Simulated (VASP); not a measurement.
# Mg (P6_3/mmc) in VASP: a series of runs

The runs below take Mg through relaxation of cell and atoms, with PBEsol.

Program: VASP 6.6.1. These are calculated values, not measurements. Logs are shortened: lines on timing, memory, paths and dates and some standing lists are left out, and cuts for length are marked.

## (1) The cell of the first run

Symmetry: P6_3/mmc, No. 194, hexagonal system. Conventional cell: a = 2.801 Å, b = 2.801 Å, c = 4.523 Å, α = 90.00°, β = 90.00°, γ = 120.00°. Mg (site symmetry -6m2) has 12 Mg at 2.78 to 2.80 Å within 3.7 Å.

## (2) Relaxation of cell and atoms, PBEsol, target pressure 30 GPa, at which the enthalpy is minimised

Input file INCAR:

```
SYSTEM = Mg
PREC = Accurate ; ENCUT = 600
EDIFF = 1E-7 ; ISMEAR = 0
SIGMA = 0.1 ; LREAL = .FALSE.
LASPH = .TRUE. ; NELM = 120
ALGO = Normal ; ISIF = 3
LWAVE = .FALSE. ; LCHARG = .FALSE.
GGA = PS ; IBRION = 2
NSW = 70 ; EDIFFG = -0.004
PSTRESS = 300.0 ; GGA_COMPAT = .FALSE.
NELMIN = 4
```

Input file KPOINTS:

```
Automatic mesh
0
G
  18 18 10
  0 0 0
```

Input file POSCAR:

```
Mg
1.0
    2.8008296436      0.0000000000      0.0000000000
   -1.4004148218      2.4255896230      0.0000000000
    0.0000000000      0.0000000000      4.5227193584
Mg
2
Direct
    0.3333333333      0.6666666667      0.2500000000
    0.6666666667      0.3333333333      0.7500000000
```

Potentials or basis: VASP PAW PBE potentials, release 64 (Mg).

Started as:

```
$ cat potpaw_PBE.64/Mg/POTCAR > POTCAR
$ mpirun -np 1 vasp_std > vasp.out
```

OUTCAR:

```text
SYSTEM = Mg
   PREC = Accurate
   ENCUT = 600
   EDIFF = 1E-7
   ISMEAR = 0
   LREAL = .FALSE.
   LASPH = .TRUE.
   NELM = 120
   ISIF = 3
   GGA = PS
   IBRION = 2
   NSW = 70
   EDIFFG = -0.004
   PSTRESS = 300.0
   NELMIN = 4

 ion  position               nearest neighbor table
   1  0.333  0.667  0.250-   2 2.78   2 2.78   2 2.78   2 2.78   2 2.78   2 2.78
   2  0.667  0.333  0.750-   1 2.78   1 2.78   1 2.78   1 2.78   1 2.78   1 2.78

  LATTYP: Found a hexagonal cell.
 ALAT       =     2.8008296436
 C/A-ratio  =     1.6147784528

  Lattice vectors:

 A1 = (   2.8008296436,   0.0000000000,   0.0000000000)
 A2 = (  -1.4004148218,   2.4255896230,   0.0000000000)
 A3 = (   0.0000000000,   0.0000000000,   4.5227193584)

Analysis of symmetry for initial positions (statically):
=====================================================================
 Subroutine PRICEL returns:
 Original cell was already a primitive cell.

 Routine SETGRP: Setting up the symmetry group for a
 hexagonal supercell.

 Subroutine GETGRP returns: Found 24 space group operations
 (whereof 12 operations were pure point group operations)
 out of a pool of 24 trial point group operations.

The static configuration has the point symmetry D_3d.
 The point group associated with its full space group is D_6h.

Analysis of symmetry for dynamics (positions and initial velocities):
=====================================================================
 Subroutine PRICEL returns:
 Original cell was already a primitive cell.

 Routine SETGRP: Setting up the symmetry group for a
 hexagonal supercell.

 Subroutine GETGRP returns: Found 24 space group operations
 (whereof 12 operations were pure point group operations)
 out of a pool of 24 trial point group operations.

The dynamic configuration has the point symmetry D_3d.
 The point group associated with its full space group is D_6h.

 Subroutine INISYM returns: Found 24 space group operations
 (whereof 12 operations are pure point group operations),
 and found     1 'primitive' translations

----------------------------------------------------------------------------------------

                                     Primitive cell

  volume of cell :      30.7258

  direct lattice vectors                    reciprocal lattice vectors
     2.800829644  0.000000000  0.000000000     0.357037067  0.206135447  0.000000000
    -1.400414822  2.425589623  0.000000000     0.000000000  0.412270893  0.000000000
     0.000000000  0.000000000  4.522719358     0.000000000  0.000000000  0.221105915

  length of vectors
     2.800829644  2.800829644  4.522719358     0.412270893  0.412270893  0.221105915

  position of ions in fractional coordinates (direct lattice)
     0.333333333  0.666666667  0.250000000
     0.666666667  0.333333333  0.750000000

  ion indices of the primitive-cell ions
   primitive index   ion index
                 1           1
                 2           2

----------------------------------------------------------------------------------------

 KPOINTS: Automatic mesh

Automatic generation of k-mesh.
 Grid dimensions read from file:
 generate k-points for:   18   18   10

 Generating k-lattice:

  Cartesian coordinates                     Fractional coordinates (reciprocal lattice)
     0.019835393  0.011451969  0.000000000     0.055555556  0.000000000  0.000000000
     0.000000000  0.022903939  0.000000000     0.000000000  0.055555556  0.000000000
     0.000000000  0.000000000  0.022110591     0.000000000  0.000000000  0.100000000

  Length of vectors
     0.022903939  0.022903939  0.022110591

  Shift w.r.t. Gamma in fractional coordinates (k-lattice)
     0.000000000  0.000000000  0.000000000

 Subroutine IBZKPT returns following result:
 ===========================================

 Found    222 irreducible k-points:

 Following reciprocal coordinates:
            Coordinates               Weight
  0.000000  0.000000  0.000000      1.000000
  0.055556  0.000000  0.000000      6.000000
  0.111111  0.000000  0.000000      6.000000
  0.166667  0.000000  0.000000      6.000000
  0.222222  0.000000  0.000000      6.000000
  0.277778  0.000000  0.000000      6.000000
[... 16 lines left out ...]
  0.333333  0.111111  0.000000     12.000000
  0.388889  0.111111  0.000000     12.000000
 [... further k-points ...]
   k-points           NKPTS =    222   k-points in BZ     NKDIM =    222   number of bands    NBANDS=      6
   number of dos      NEDOS =    301   number of ions     NIONS =      2
   total plane-waves  NPLWV =  20736
   dimension x,y,z NGX =    24 NGY =   24 NGZ =   36
   dimension x,y,z NGXF=    48 NGYF=   48 NGZF=   72
   ions per type =               2
   NGX,Y,Z   is equivalent  to a cutoff of  14.25, 14.25, 13.23 a.u.
   NGXF,Y,Z  is equivalent  to a cutoff of  28.49, 28.49, 26.47 a.u.
 SYSTEM =  Mg
   PREC   = accura    normal or accurate (medium, high low for compatibility)
   ISTART =      0    job   : 0-new  1-cont  2-samecut
   ICHARG =      2    charge: 1-file 2-atom 10-const
   ISPIN  =      1    spin polarized calculation?
   LNONCOLLINEAR =      F non collinear calculations
   LSORBIT =      F    spin-orbit coupling
   LASPH  =      T    aspherical Exc in radial PAW
   ENCUT  =  600.0 eV  44.10 Ry    6.64 a.u.   5.59  5.59  9.03*2*pi/ulx,y,z
   NELM   =    120;   NELMIN=  4; NELMDL= -5     # of ELM steps
   EDIFF  = 0.1E-06   stopping-criterion for ELM
   LREAL  =      F    real-space projection
   EDIFFG = -.4E-02   stopping-criterion for IOM
   NSW    =     70    number of steps for IOM
   IBRION =      2    ionic relax: 0-MD 1-quasi-New 2-CG
   NFREE  =      1    steps in history (QN), initial steepest desc. (CG)
   ISIF   =      3    stress and relaxation
   ISYM   =      2    0-nonsym 1-usesym 2-fastsym
   POTIM  = 0.5000    time-step for ionic-motion
   TEBEG  =    0.0;   TEEND  =   0.0 temperature during run
   PSTRESS=  300.0 pullay stress
   NELECT =       4.0000    total number of electrons
   NUPDOWN=      -1.0000    fix difference up-down
   EMIN   =  10.00;   EMAX   =-10.00  energy-range for DOS
   EFERMI =   0.00;   METHOD = LEGACY
   ISMEAR =     0;   SIGMA  =   0.10  broadening in eV -4-tet -1-fermi 0-gaus
   EFERMI_NEDOS =   21; number of points for ismear=-14 and -15
   IALGO  =     38    algorithm
   IMIX   =      4    mixing-type and parameters
     AMIX     =   0.40;   BMIX     =  1.00
     AMIX_MAG =   1.60;   BMIX_MAG =  1.00
  volume/ion in A,a.u.               =      15.36       103.67
  Fermi-wavevector in a.u.,A,eV,Ry     =   0.829711  1.567927  9.366531  0.688421
  Thomas-Fermi vector in A             =   1.942305
   LORBIT       =      0    0 simple, 1 ext, 2 COOP (PROOUT), +10 PAW based schemes
   GGA     = PS    functional components
   LHFCALC =     F    Hartree Fock is set to
   AEXX    =    0.0000 exact exchange contribution
   IVDW    =     0    specifies the selected vdW correction
   LEPSILON=     F    determine dielectric tensor
   LRPA    =     F    only Hartree local field effects (RPA)
 conjugate gradient relaxation of ions
 non-spin polarized calculation
 Gauss-broadening in eV      SIGMA  =   0.10
  energy-cutoff  :      600.00
  volume of cell :       30.73
 maximum number of plane-waves:      1049
 NGX is ok and might be reduce to    24
   NGX = 11   NGY = 11   NGZ = 19

--------------------------------------- Ionic step        1  -------------------------------------------

 number of electron       4.0000000 magnetization

 Free energy of the ion-electron system (eV)
  ---------------------------------------------------
  ext. energy  EPLUGINS =         0.00000000
  ---------------------------------------------------
  free energy    TOTEN  =        -2.45880132 eV

  energy without entropy =       -2.45627740  energy(sigma->0) =       -2.45753936

------------------------ aborting loop because EDIFF is reached ----------------------------------------

  FORCE on cell =-STRESS in cart. coord.  units (eV):
  Direction    XX          YY          ZZ          XY          YZ          ZX
  --------------------------------------------------------------------------------------
  -------------------------------------------------------------------------------------
  Total        5.8515354      5.8515354      5.8521880      0.0000000      0.0000000     -0.0000000
  in kB      305.1242717    305.1242716    305.1583034      0.0000000      0.0000000     -0.0000000
  external PRESSURE =       5.1356156 kB  Pullay stress =     300.0000000 kB
[... 61 lines left out ...]
  enthalpy is  TOTEN    =         3.2944398964 eV   P V=        5.7943655160

--------------------------------------- Ionic step        3  -------------------------------------------

 number of electron       4.0000000 magnetization

 Free energy of the ion-electron system (eV)
  ---------------------------------------------------
  ext. energy  EPLUGINS =         0.00000000
  ---------------------------------------------------
  free energy    TOTEN  =        -2.48012687 eV

  energy without entropy =       -2.47759924  energy(sigma->0) =       -2.47886306

 E-fermi :   5.0425     XC(G=0):  -9.8856

 val. band max:        5.0252151779   @ k =   0.0556   0.0556   0.1000
 cond. band min:       5.0565771441   @ k =   0.4444   0.1111   0.4000
 fundamental gap:      0.0313619662
 Fermi energy:         5.0425099302

 k-point     1 :       0.0000    0.0000    0.0000
  band No.  band energies     occupation
      1      -3.7848      2.00000
      2       2.7296      2.00000
      3       3.8579      2.00000
      4      18.3655      0.00000
      5      18.3655      0.00000
      6      19.3815      0.00000

 k-point     2 :       0.0556    0.0000    0.0000
  band No.  band energies     occupation
      1      -3.7056      2.00000
      2       2.7971      2.00000
      3       3.9317      2.00000
      4      16.8549      0.00000
      5      17.8060      0.00000
      6      18.7674      0.00000
[... 190 lines left out ...]
 k-point    24 :       0.3889    0.1111    0.0000
  band No.  band energies     occupation
      1       1.3050      2.00000
      2       3.8695      2.00000
      3       7.3136      0.00000
      4       8.4668      0.00000
      5       9.8315      0.00000
      6      10.1685      0.00000

 [... further k-points ...]

------------------------ aborting loop because EDIFF is reached ----------------------------------------

  FORCE on cell =-STRESS in cart. coord.  units (eV):
  Direction    XX          YY          ZZ          XY          YZ          ZX
  --------------------------------------------------------------------------------------
  -------------------------------------------------------------------------------------
  Total        5.7752197      5.7752197      5.7754313     -0.0000000      0.0000000      0.0000000
  in kB      300.0420729    300.0420729    300.0530634     -0.0000000      0.0000000      0.0000000
  external PRESSURE =       0.0457364 kB  Pullay stress =     300.0000000 kB
[... 17 lines left out ...]
  FREE ENERGIE OF THE ION-ELECTRON SYSTEM (eV)
  ---------------------------------------------------
  free  energy   TOTEN  =        -2.4801268748 eV

  energy  without entropy=       -2.4775992390  energy(sigma->0) =       -2.47886306

  enthalpy is  TOTEN    =         3.2942830388 eV   P V=        5.7744099137

 reached required accuracy - stopping structural energy minimisation
```

It took 1.7 min on 1 thread of AMD EPYC 7R13, shared host; peak memory 0.17 GiB.

What came out:

```
Free energy                                                : -2.4801 eV
Relaxed volume                                             : 15.42 Å³/atom
Relaxed cell                                               : a = 2.804 Å, b = 2.804 Å, c = 4.528 Å, α = 90.00°, β = 90.00°, γ = 120.00°
Space group after relaxing (to 0.1 Å)                      : P6_3/mmc (No. 194)
Energy change on relaxing (the run minimises the enthalpy) : -10.7 meV/atom
Ionic steps                                                : 3
Pressure after relaxing                                    : 30.0 GPa
Band gap on the k mesh                                     : zero (bands 2 and 3 overlap by 2.15 eV)
```

Step by step:
```tsv
step	energy change (eV)	largest force (eV/Å)	pressure (GPa)	volume (Å³)
1	0.0000	0.0000	30.51	30.73
2	-0.0411	0.0000	29.53	30.95
3	-0.0213	0.0000	30.00	30.84
```

Final structure:
```yaml
crystal:
  lattice:
    - [2.80425, 0.00000, 0.00000]
    - [-1.40212, 2.42855, 0.00000]
    - [0.00000, 0.00000, 4.52828]
  atoms:
    - { symbol: Mg, position: [0.33333, 0.66667, 0.25000] }
    - { symbol: Mg, position: [0.66667, 0.33333, 0.75000] }
```

Caveat: the cell is relaxed towards a set pressure, so the run minimises the enthalpy, not the energy; the PAW data sets were made with another functional, which shifts forces and pressure a little.

## (3) Relaxation of cell and atoms, PBEsol, target pressure 12 GPa, at which the enthalpy is minimised

Input file INCAR:

```
SYSTEM = Mg
PREC     = Accurate       ! precision mode
ENCUT    = 600            ! plane-wave cutoff, eV
EDIFF    = 1E-7           ! SCF threshold, eV
ISMEAR   = 0              ! smearing method
SIGMA    = 0.1            ! smearing width, eV
LREAL    = .False.        ! projectors in reciprocal space
LASPH    = .True.         ! aspherical terms in the spheres
NELM     = 120            ! most SCF steps
ALGO     = Normal         ! electronic algorithm
ISIF     = 3              ! what is computed and relaxed
LWAVE    = .False.        ! write WAVECAR
LCHARG   = .False.        ! write CHGCAR
GGA      = PS             ! functional
IBRION   = 2              ! ionic algorithm
NSW      = 70             ! ionic steps
EDIFFG   = -0.004         ! ionic threshold
PSTRESS  = 120.0        
GGA_COMPAT= .False.      
NELMIN   = 4
```

Input file KPOINTS:

```
regular mesh
0
Gamma
  18 18 10
  0 0 0
```

POSCAR is that of step 2.

Potentials or basis: VASP PAW PBE potentials, release 64 (Mg).

Started as:

```
$ cat potpaw_PBE.64/Mg/POTCAR > POTCAR
$ mpirun -np 1 vasp_std > vasp.out
```

Wall time 45 s (1 thread of Intel Xeon 6975P-C (Granite Rapids), shared host); peak memory 0.2 GiB.

Results (log left out):

| Quantity | Value |
| --- | --- |
| Free energy | -3.1818 eV |
| Relaxed volume | 18.24 Å³/atom |
| Relaxed cell | a = 2.965 Å, b = 2.965 Å, c = 4.789 Å, α = 90.00°, β = 90.00°, γ = 120.00° |
| Space group after relaxing (to 0.1 Å) | P6_3/mmc (No. 194) |
| Energy change on relaxing (the run minimises the enthalpy) | -361.5 meV/atom |
| Ionic steps | 6 |
| Pressure after relaxing | 12.0 GPa |
| Band gap on the k mesh | zero (bands 2 and 3 overlap by 2.16 eV) |

Step by step:
```csv
step,energy change (eV),largest force (eV/Å),pressure (GPa),volume (Å³)
1,0.0000,0.0000,30.51,30.73
2,-0.8858,0.0000,6.64,39.32
3,-0.7207,0.0000,12.07,36.44
4,-0.7297,0.0000,11.80,36.56
5,-0.7215,0.0000,12.05,36.45
6,-0.7230,0.0000,12.00,36.47
```

Final structure:
```cif
data_structure
_symmetry_space_group_name_H-M 'P 1'
_symmetry_Int_Tables_number 1
_cell_length_a 2.9654
_cell_length_b 2.9654
_cell_length_c 4.7892
_cell_angle_alpha 90.000
_cell_angle_beta 90.000
_cell_angle_gamma 120.000
_cell_volume 36.47
loop_
_atom_site_label
_atom_site_type_symbol
_atom_site_fract_x
_atom_site_fract_y
_atom_site_fract_z
_atom_site_occupancy
Mg1 Mg 0.33333 0.66667 0.25000 1
Mg2 Mg 0.66667 0.33333 0.75000 1
```

Levels at points of the mesh, in eV from the Fermi level:
| k point | band 1 | band 2 | band 3 | band 4 | band 5 | band 6 |
| --- | --- | --- | --- | --- | --- | --- |
| (0.00, 0.00, 0.00) | -7.98 | -2.03 | -1.18 | 12.26 | 12.26 | 12.86 |
| (0.50, 0.00, 0.00) | -2.57 | -2.35 | 3.05 | 3.11 | 4.04 | 4.27 |
| (0.00, 0.00, 0.50) | -6.35 | -6.35 | 5.85 | 5.85 | 13.03 | 13.03 |
| (0.50, 0.00, 0.50) | -1.36 | -1.36 | -0.39 | -0.39 | 8.82 | 8.82 |

Caveat: the cell is relaxed towards a set pressure, so the run minimises the enthalpy, not the energy; the volume moved by over 15 % at a fixed basis, so the end points are rough; the PAW data sets were made with another functional, which shifts forces and pressure a little. Zero-point motion and thermal expansion aren't in these numbers.

## (4) Relaxation of cell and atoms, PBEsol, target pressure 12 GPa, at which the enthalpy is minimised

This run uses another cell than the first one, of 18.21 Å³/atom.

Input file INCAR:

```
SYSTEM = Mg
ALGO = Normal ; EDIFF = 1E-7
EDIFFG = -0.004 ; ENCUT = 600
GGA = PS ; GGA_COMPAT = .False.
IBRION = 2 ; ISIF = 3
ISMEAR = 0 ; LASPH = .True.
LCHARG = .False. ; LREAL = .False.
LWAVE = .False. ; NELM = 120
NELMIN = 4 ; NSW = 70
PREC = Accurate ; PSTRESS = 120.0
SIGMA = 0.1
```

Input file KPOINTS:

```
k-points
0
Gamma
  18 18 10
  0 0 0
```

Input file POSCAR:

```
Mg
1.0
    2.9634409796      0.0000000000      0.0000000000
   -1.4817204898      2.5664151709      0.0000000000
    0.0000000000      0.0000000000      4.7879913431
Mg
2
Direct
    0.3333333333      0.6666666667      0.2500000000
    0.6666666667      0.3333333333      0.7500000000
```

Started as:

```
$ cat potpaw_PBE.64/Mg/POTCAR > POTCAR
$ mpirun -np 1 vasp_std > vasp.out
```

Wall time 24 s (1 thread of Intel Xeon 6975P-C (Granite Rapids), shared host); peak memory 0.21 GiB.

Results (log left out):

| Quantity | Value |
| --- | --- |
| Free energy | -3.1822 eV |
| Relaxed volume | 18.24 Å³/atom |
| Relaxed cell | a = 2.965 Å, b = 2.965 Å, c = 4.790 Å, α = 90.00°, β = 90.00°, γ = 120.00° |
| Space group after relaxing (to 0.1 Å) | P6_3/mmc (No. 194) |
| Energy change on relaxing (the run minimises the enthalpy) | -2.2 meV/atom |
| Ionic steps | 3 |
| Pressure after relaxing | 12.0 GPa |
| Band gap on the k mesh | zero (bands 2 and 3 overlap by 2.16 eV) |

Step by step:
| step | energy change (eV) | largest force (eV/Å) | pressure (GPa) | volume (Å³) |
| --- | --- | --- | --- | --- |
| 1 | 0.0000 | 0.0000 | 12.13 | 36.41 |
| 2 | -0.0059 | 0.0000 | 11.96 | 36.49 |
| 3 | -0.0044 | 0.0000 | 12.00 | 36.47 |

Final structure:
```yaml
crystal:
  lattice:
    - [2.96510, 0.00000, 0.00000]
    - [-1.48255, 2.56785, 0.00000]
    - [0.00000, 0.00000, 4.79031]
  atoms:
    - { symbol: Mg, position: [0.33333, 0.66667, 0.25000] }
    - { symbol: Mg, position: [0.66667, 0.33333, 0.75000] }
```

Levels at points of the mesh, in eV from the Fermi level:
| k point | band 1 | band 2 | band 3 | band 4 | band 5 | band 6 |
| --- | --- | --- | --- | --- | --- | --- |
| (0.00, 0.00, 0.00) | -7.98 | -2.03 | -1.18 | 12.26 | 12.26 | 12.87 |
| (0.50, 0.00, 0.00) | -2.57 | -2.35 | 3.05 | 3.11 | 4.04 | 4.27 |
| (0.00, 0.00, 0.50) | -6.35 | -6.35 | 5.84 | 5.84 | 13.03 | 13.03 |
| (0.50, 0.00, 0.50) | -1.36 | -1.36 | -0.39 | -0.39 | 8.82 | 8.82 |

Caveat: the cell is relaxed towards a set pressure, so the run minimises the enthalpy, not the energy; the PAW data sets were made with another functional, which shifts forces and pressure a little.

(Continued in part 2 of 2.)
